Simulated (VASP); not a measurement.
Set up this calculation in VASP 6.6.1, as the native input.

```
Task                   : single point
Functional             : PBE
Potentials or basis    : VASP PAW PBE potentials, release 64 (Ca_sv, Al, O)
Cutoff                 : 520 eV
k mesh                 : 3 × 3 × 3
Occupations            : gaussian, width 0.2 eV
Spin                   : no spin polarisation
Dipole correction      : no
Further INCAR settings : ALGO = Normal; EDIFF = 1e-06; NBANDS = 57
```

The structure of Ca2Al2O3 lies in POSCAR:

```
Ca2Al2O3
1.0
   -3.6999855458      3.6999855458      3.6999855458
    3.6999855458     -3.6999855458      3.6999855458
    3.6999855458      3.6999855458     -3.6999855458
Ca Al O
4 4 6
Direct
    0.0028896003      0.5000000000      0.0000000000
    0.0000000000      0.0028896003      0.5000000000
    0.5000000000      0.0000000000      0.0028896003
    0.4971103997      0.4971103997      0.4971103997
    0.5000000000      0.0000000000      0.4994082722
    0.4994082722      0.5000000000      0.0000000000
    0.0000000000      0.4994082722      0.5000000000
    1.0005917278      1.0005917278      1.0005917278
    0.5257220938      0.7500000000      0.2757220938
    0.2500000000      0.2242779062     -0.0257220938
    0.7500000000      0.2757220938      0.5257220938
   -0.0257220938      0.2500000000      0.2242779062
    0.2242779062     -0.0257220938      0.2500000000
    0.2757220938      0.5257220938      0.7500000000
```

One way to write it, as run:

INCAR

```
SYSTEM = Ca2Al2O3
PREC = Accurate
ENCUT = 520
EDIFF = 1E-6
ISMEAR = 0
SIGMA = 0.2
LREAL = .FALSE.
LASPH = .TRUE.
NELM = 60
ALGO = Normal
ISIF = 2
LWAVE = .FALSE.
LCHARG = .TRUE.
GGA = PE
LELF = .TRUE.
LVHAR = .TRUE.
NBANDS = 57
```

KPOINTS

```
Automatic mesh
0
G
  3 3 3
  0 0 0
```

Potentials or basis: VASP PAW PBE potentials, release 64 (Ca_sv, Al, O).

Command:

```console
$ cat potpaw_PBE.64/Ca_sv/POTCAR potpaw_PBE.64/Al/POTCAR potpaw_PBE.64/O/POTCAR > POTCAR
$ mpirun -np 1 vasp_std > vasp.out
```

It gave:

```json
{
  "Pressure": "0.3 GPa",
  "Largest force": "0.018 eV/Å",
  "Band gap on the k mesh": "zero (band 44 reaches 6.38 eV, above the bottom of band 45 at 6.35 eV)"
}
```

Caveat: the k points lie up to 0.40 Å⁻¹ apart.

Wall time 100 s on 1 thread of Intel(R) Xeon(R) Platinum 8259CL CPU @ 2.50GHz (Skylake/Cascade Lake), on a shared host, peak memory 0.33 GiB.
